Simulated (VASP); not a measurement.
# WS2 (R3m) in VASP: a series of runs

WS2 is run at these levels: PBE+D3(BJ), r2SCAN; tasks: single point.

Program: VASP 6.6.1. These are calculated values, not measurements. Logs are shortened: lines on timing, memory, paths and dates and some standing lists are left out, and cuts for length are marked.

**1. The cell of the first run**

The structure is trigonal, space group R3m (No. 160). Conventional cell: a = 3.157 Å, b = 3.157 Å, c = 18.118 Å, α = 90.00°, β = 90.00°, γ = 120.00°. W (site symmetry 3m) has 6 S at 2.41 Å and 6 W at 3.16 Å within 3.2 Å. S (site symmetry 3m) has 3 W at 2.41 Å and 7 S at 3.15 to 3.16 Å within 3.2 Å. Within 3.2 Å of S (site symmetry 3m) lie 3 W at 2.41 Å and 7 S at 3.15 to 3.16 Å.

**2. Single point, PBE+D3(BJ)**

The input, INCAR:

```
PREC = Accurate
ENCUT = 520
EDIFF = 1E-6
ISMEAR = 0
SIGMA = 0.05
LREAL = F
LASPH = T
NELM = 60
ALGO = Normal
ISIF = 2
LWAVE = F
LCHARG = F
GGA = PE
IVDW = 12
NBANDS = 20
```

The input, KPOINTS:

```
regular mesh
0
Gamma
  12 12 12
```

The input, POSCAR:

```
WS2
1.0
    1.5786015672      0.9114060398      6.0393060278
   -1.5786015672      0.9114060398      6.0393060278
    0.0000000000     -1.8228120795      6.0393060278
W S
1 2
Direct
    0.9993445368      0.9993445368      0.9993445368
    0.7527776226      0.7527776226      0.7527776226
    0.5791778407      0.5791778407      0.5791778407
```

Potentials or basis: VASP PAW PBE potentials, release 64 (W_sv, S).

Launch:

```sh
$ cat potpaw_PBE.64/W_sv/POTCAR potpaw_PBE.64/S/POTCAR > POTCAR
$ mpirun -np 1 vasp_std > vasp.out
```

OUTCAR:

```text
PREC = Accurate
   ENCUT = 520
   EDIFF = 1E-6
   ISMEAR = 0
   LREAL = F
   LASPH = T
   NELM = 60
   ISIF = 2
   GGA = PE
   IVDW = 12
 IVDW          = 12

 ion  position               nearest neighbor table
   1  0.999  0.999  0.999-   2 2.41   2 2.41   2 2.41   3 2.41   3 2.41   3 2.41
   2  0.753  0.753  0.753-   1 2.41   1 2.41   1 2.41
   3  0.579  0.579  0.579-   1 2.41   1 2.41   1 2.41

  LATTYP: Found a trigonal (rhomboedric) cell.
 ALAT       =     6.3083960858
 COS(alpha) =     0.8747617046

  Lattice vectors:

 A1 = (   1.5786015672,   0.9114060398,   6.0393060278)
 A2 = (  -1.5786015672,   0.9114060398,   6.0393060278)
 A3 = (   0.0000000000,  -1.8228120795,   6.0393060278)

Analysis of symmetry for initial positions (statically):
=====================================================================
 Subroutine PRICEL returns:
 Original cell was already a primitive cell.

 Routine SETGRP: Setting up the symmetry group for a
 trigonal (rhombohedral) supercell.

 Subroutine GETGRP returns: Found  6 space group operations
 (whereof  6 operations were pure point group operations)
 out of a pool of 12 trial point group operations.

The static configuration has the point symmetry C_3v.

Analysis of symmetry for dynamics (positions and initial velocities):
=====================================================================
 Subroutine PRICEL returns:
 Original cell was already a primitive cell.

 Routine SETGRP: Setting up the symmetry group for a
 trigonal (rhombohedral) supercell.

 Subroutine GETGRP returns: Found  6 space group operations
 (whereof  6 operations were pure point group operations)
 out of a pool of 12 trial point group operations.

The dynamic configuration has the point symmetry C_3v.

 Subroutine INISYM returns: Found  6 space group operations
 (whereof  6 operations are pure point group operations),
 and found     1 'primitive' translations

----------------------------------------------------------------------------------------

                                     Primitive cell

  volume of cell :      52.1342

  direct lattice vectors                    reciprocal lattice vectors
     1.578601567  0.911406040  6.039306028     0.316736034  0.182867635  0.055193980
    -1.578601567  0.911406040  6.039306028    -0.316736034  0.182867635  0.055193980
     0.000000000 -1.822812080  6.039306028     0.000000000 -0.365735269  0.055193980

  length of vectors
     6.308396086  6.308396086  6.308396086     0.369876550  0.369876550  0.369876550

  position of ions in fractional coordinates (direct lattice)
     0.999344537  0.999344537  0.999344537
     0.752777623  0.752777623  0.752777623
     0.579177841  0.579177841  0.579177841

  ion indices of the primitive-cell ions
   primitive index   ion index
                 1           1
                 2           2
                 3           3

----------------------------------------------------------------------------------------

 KPOINTS: regular mesh

Automatic generation of k-mesh.
 Grid dimensions read from file:
 generate k-points for:   12   12   12

 Generating k-lattice:

  Cartesian coordinates                     Fractional coordinates (reciprocal lattice)
     0.026394670  0.015238970  0.004599498     0.083333333 -0.000000000  0.000000000
    -0.026394670  0.015238970  0.004599498    -0.000000000  0.083333333  0.000000000
     0.000000000 -0.030477939  0.004599498     0.000000000  0.000000000  0.083333333

  Length of vectors
     0.030823046  0.030823046  0.030823046

  Shift w.r.t. Gamma in fractional coordinates (k-lattice)
     0.000000000  0.000000000  0.000000000

 Subroutine IBZKPT returns following result:
 ===========================================

 Found    189 irreducible k-points:

 Following reciprocal coordinates:
            Coordinates               Weight
  0.000000  0.000000  0.000000      1.000000
  0.083333 -0.000000 -0.000000      6.000000
  0.166667 -0.000000  0.000000      6.000000
  0.250000 -0.000000 -0.000000      6.000000
  0.333333 -0.000000 -0.000000      6.000000
  0.416667 -0.000000 -0.000000      6.000000
[... 16 lines left out ...]
  0.500000  0.166667  0.000000     12.000000
 -0.416667  0.166667  0.000000     12.000000
 [... further k-points ...]
   k-points           NKPTS =    189   k-points in BZ     NKDIM =    189   number of bands    NBANDS=     20
   number of dos      NEDOS =    301   number of ions     NIONS =      3
   total plane-waves  NPLWV = 110592
   dimension x,y,z NGX =    48 NGY =   48 NGZ =   48
   dimension x,y,z NGXF=    96 NGYF=   96 NGZF=   96
   ions per type =               1   2
   NGX,Y,Z   is equivalent  to a cutoff of  12.65, 12.65, 12.65 a.u.
   NGXF,Y,Z  is equivalent  to a cutoff of  25.30, 25.30, 25.30 a.u.
 SYSTEM =  unknown system
   PREC   = accura    normal or accurate (medium, high low for compatibility)
   ISTART =      0    job   : 0-new  1-cont  2-samecut
   ICHARG =      2    charge: 1-file 2-atom 10-const
   ISPIN  =      1    spin polarized calculation?
   LNONCOLLINEAR =      F non collinear calculations
   LSORBIT =      F    spin-orbit coupling
   LASPH  =      T    aspherical Exc in radial PAW
   ENCUT  =  520.0 eV  38.22 Ry    6.18 a.u.  11.73 11.73 11.73*2*pi/ulx,y,z
   NELM   =     60;   NELMIN=  2; NELMDL= -5     # of ELM steps
   EDIFF  = 0.1E-05   stopping-criterion for ELM
   LREAL  =      F    real-space projection
   EDIFFG = 0.1E-04   stopping-criterion for IOM
   NSW    =      0    number of steps for IOM
   IBRION =     -1    ionic relax: 0-MD 1-quasi-New 2-CG
   NFREE  =      0    steps in history (QN), initial steepest desc. (CG)
   ISIF   =      2    stress and relaxation
   ISYM   =      2    0-nonsym 1-usesym 2-fastsym
   POTIM  = 0.5000    time-step for ionic-motion
   TEBEG  =    0.0;   TEEND  =   0.0 temperature during run
   PSTRESS=    0.0 pullay stress
   NELECT =      26.0000    total number of electrons
   NUPDOWN=      -1.0000    fix difference up-down
   EMIN   =  10.00;   EMAX   =-10.00  energy-range for DOS
   EFERMI =   0.00;   METHOD = LEGACY
   ISMEAR =     0;   SIGMA  =   0.05  broadening in eV -4-tet -1-fermi 0-gaus
   EFERMI_NEDOS =   21; number of points for ismear=-14 and -15
   IALGO  =     38    algorithm
   IMIX   =      4    mixing-type and parameters
     AMIX     =   0.40;   BMIX     =  1.00
     AMIX_MAG =   1.60;   BMIX_MAG =  1.00
  volume/ion in A,a.u.               =      17.38       117.27
  Fermi-wavevector in a.u.,A,eV,Ry     =   1.298250  2.453337 22.931986  1.685453
  Thomas-Fermi vector in A             =   2.429591
   LORBIT       =      0    0 simple, 1 ext, 2 COOP (PROOUT), +10 PAW based schemes
   GGA     = PE    functional components
   LHFCALC =     F    Hartree Fock is set to
   AEXX    =    0.0000 exact exchange contribution
   IVDW    =    12    specifies the selected vdW correction
   LEPSILON=     F    determine dielectric tensor
   LRPA    =     F    only Hartree local field effects (RPA)
 non-spin polarized calculation
 Gauss-broadening in eV      SIGMA  =   0.05
  energy-cutoff  :      520.00
  volume of cell :       52.13
 maximum number of plane-waves:      1421
   NGX = 23   NGY = 23   NGZ = 23

 number of electron      25.9999999 magnetization

 Free energy of the ion-electron system (eV)
  ---------------------------------------------------
  ext. energy  EPLUGINS =         0.00000000
  ---------------------------------------------------
  free energy    TOTEN  =       -23.58821993 eV

  energy without entropy =      -23.58821993  energy(sigma->0) =      -23.58821993

 E-fermi :   8.2490     XC(G=0): -11.1012

 val. band max:        7.8280977230   @ k =   0.5000   0.5000   0.5000
 cond. band min:       8.7605503250   @ k =  -0.1667   0.1667   0.0000
 fundamental gap:      0.9324526020
 Fermi energy:         8.2490019318

 k-point     1 :       0.0000    0.0000    0.0000
  band No.  band energies     occupation
      1     -66.8764      2.00000
      2     -31.1348      2.00000
      3     -30.9569      2.00000
      4     -30.9569      2.00000
      5      -7.9192      2.00000
      6      -5.8615      2.00000
[... 12 lines left out ...]
     19      15.5160      0.00000
     20      16.6701      0.00000

 k-point     2 :       0.0833   -0.0000   -0.0000
  band No.  band energies     occupation
      1     -66.8752      2.00000
      2     -31.1303      2.00000
      3     -30.9817      2.00000
      4     -30.9626      2.00000
      5      -7.7995      2.00000
      6      -5.8287      2.00000
[... 12 lines left out ...]
     19      15.9800      0.00000
     20      16.6105      0.00000

 k-point     3 :       0.1667   -0.0000    0.0000
  band No.  band energies     occupation
      1     -66.8717      2.00000
      2     -31.1181      2.00000
      3     -31.0489      2.00000
      4     -30.9783      2.00000
      5      -7.4571      2.00000
      6      -5.7347      2.00000
[... 12 lines left out ...]
     19      16.2080      0.00000
     20      16.8698      0.00000

 k-point     4 :       0.2500   -0.0000   -0.0000
  band No.  band energies     occupation
      1     -66.8670      2.00000
      2     -31.1396      2.00000
      3     -31.1014      2.00000
      4     -30.9996      2.00000
      5      -6.9436      2.00000
      6      -5.5946      2.00000
[... 12 lines left out ...]
     19      15.9487      0.00000
     20      16.6093      0.00000

 k-point     5 :       0.3333   -0.0000   -0.0000
  band No.  band energies     occupation
      1     -66.8624      2.00000
      2     -31.2288      2.00000
      3     -31.0846      2.00000
      4     -31.0209      2.00000
      5      -6.3533      2.00000
      6      -5.4391      2.00000
[... 12 lines left out ...]
     19      15.2228      0.00000
     20      15.5744      0.00000
[... 353 lines left out ...]
      6      -5.5684      2.00000
[... 12 lines left out ...]
     19      16.0832      0.00000
     20      16.7055      0.00000

 k-point    22 :       0.4167    0.1667   -0.0000
  band No.  band energies     occupation
      1     -66.8606      2.00000
      2     -31.2287      2.00000
      3     -31.0784      2.00000
      4     -31.0623      2.00000
      5      -6.0876      2.00000
      6      -5.4100      2.00000
[... 12 lines left out ...]
     19      15.8235      0.00000
     20      16.2922      0.00000

 k-point    23 :       0.5000    0.1667    0.0000
  band No.  band energies     occupation
      1     -66.8577      2.00000
      2     -31.2719      2.00000
      3     -31.0887      2.00000
      4     -31.0678      2.00000
      5      -5.6371      2.00000
      6      -5.2728      2.00000
[... 12 lines left out ...]
     19      15.7308      0.00000
     20      16.1394      0.00000

 k-point    24 :      -0.4167    0.1667    0.0000
  band No.  band energies     occupation
      1     -66.8566      2.00000
      2     -31.2874      2.00000
      3     -31.0985      2.00000
      4     -31.0638      2.00000
      5      -5.4615      2.00000
      6      -5.2121      2.00000
[... 12 lines left out ...]
     19      15.9465      0.00000
     20      16.0773      0.00000

 [... further k-points ...]

------------------------ aborting loop because EDIFF is reached ----------------------------------------

 Edisp (eV)   -1.31036

 E8    (eV) :    -0.5508

  FORCE on cell =-STRESS in cart. coord.  units (eV):
  Direction    XX          YY          ZZ          XY          YZ          ZX
  --------------------------------------------------------------------------------------
  -------------------------------------------------------------------------------------
  Total      -0.00435    -0.00435    -0.00469     0.00000    -0.00000     0.00000
  in kB      -0.13366    -0.13366    -0.14427     0.00000    -0.00000     0.00000
  external pressure =       -0.14 kB  Pullay stress =        0.00 kB

 VOLUME and BASIS-vectors are now :
 -----------------------------------------------------------------------------
  energy-cutoff  :      520.00
  volume of cell :       52.13
      direct lattice vectors                 reciprocal lattice vectors
     1.578601567  0.911406040  6.039306028     0.316736034  0.182867635  0.055193980
    -1.578601567  0.911406040  6.039306028    -0.316736034  0.182867635  0.055193980
     0.000000000 -1.822812080  6.039306028     0.000000000 -0.365735269  0.055193980

 POSITION                                       TOTAL-FORCE (eV/Angst)
 -----------------------------------------------------------------------------------
      0.00000      0.00000     18.10604         0.000000      0.000000      0.000630
      0.00000      0.00000     13.63876         0.000000      0.000000      0.002129
      0.00000      0.00000     10.49350         0.000000     -0.000000     -0.002759
 -----------------------------------------------------------------------------------
    total drift:                               -0.000000     -0.000000     -0.000180

  FREE ENERGIE OF THE ION-ELECTRON SYSTEM (eV)
  ---------------------------------------------------
  free  energy   TOTEN  =       -24.8985773706 eV

  energy  without entropy=      -24.8985773706  energy(sigma->0) =      -24.89857737
```

Run time: 7.2 min. Hardware: 1 thread of AMD EPYC 7R43 (Zen 3), shared host; peak memory 0.41 GiB.

Results:

- Free energy: -24.8986 eV
- Pressure: 0.0 GPa
- Band gap on the k mesh: 0.93 eV (least direct gap 1.92 eV)
- Dispersion energy per atom: -0.437 eV

Forces in eV/Å, atoms in the order of the input:
```
W    0.000  0.000  0.001
S    0.000  0.000  0.002
S    0.000  0.000 -0.003
```

Caveat: spin-orbit coupling is left out, which moves the levels of the heavy elements.

[end of part 1 of 2]
